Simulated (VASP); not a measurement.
Wanted: the native input for a VASP 6.6.1 run.

- Task: single point
- Functional: PBE
- Potentials or basis: VASP PAW PBE potentials, release 64 (Mg)
- Cutoff: 520 eV
- k mesh: 12 × 12 × 7
- Occupations: fermi-dirac, width 0.05 eV
- Spin: no spin polarisation
- Dipole correction: no
- Further INCAR settings: ALGO = Normal; EDIFF = 1e-06; NBANDS = 9

The structure of Mg lies in POSCAR:

```
Mg
1.0
    3.2092715325      0.0160463577      0.0160463577
   -1.5907392128      2.7712874960      0.0058733745
    0.0260516500      0.0260516500      5.2103300000
Mg
2
Direct
    0.3333333333      0.6666666667      0.2500000000
    0.6666666667      0.3333333333      0.7500000000
```

This cell differs from its parent crystal: equal xy, yz and zx shear strains of +1 %.

These files were run (other wordings do the same):

INCAR

```
PREC = Accurate
ENCUT = 520
EDIFF = 1E-6
ISMEAR = -1
SIGMA = 0.05
LREAL = F
LASPH = T
NELM = 100
ALGO = Normal
ISIF = 2
LWAVE = F
LCHARG = F
GGA = PE
NBANDS = 9
```

KPOINTS

```
Automatic mesh
0
Gamma
  12 12 7
```

Potentials or basis: VASP PAW PBE potentials, release 64 (Mg).

Run with:

```sh
$ cat potpaw_PBE.64/Mg/POTCAR > POTCAR
$ mpirun -np 1 vasp_std > vasp.out
```

Results of the run:

```yaml
Pressure: -0.6 GPa
Largest_force: 0.007 eV/Å
Band_gap_on_the_k_mesh: zero (band 2 reaches 3.57 eV, above the bottom of band 3 at 1.33 eV)
```

Caveat: the cell differs from its parent crystal (equal xy, yz and zx shear strains of +1 %).

Wall time 2.2 min on 1 thread of Intel Xeon 8259CL, on a shared host, peak memory 0.32 GiB.
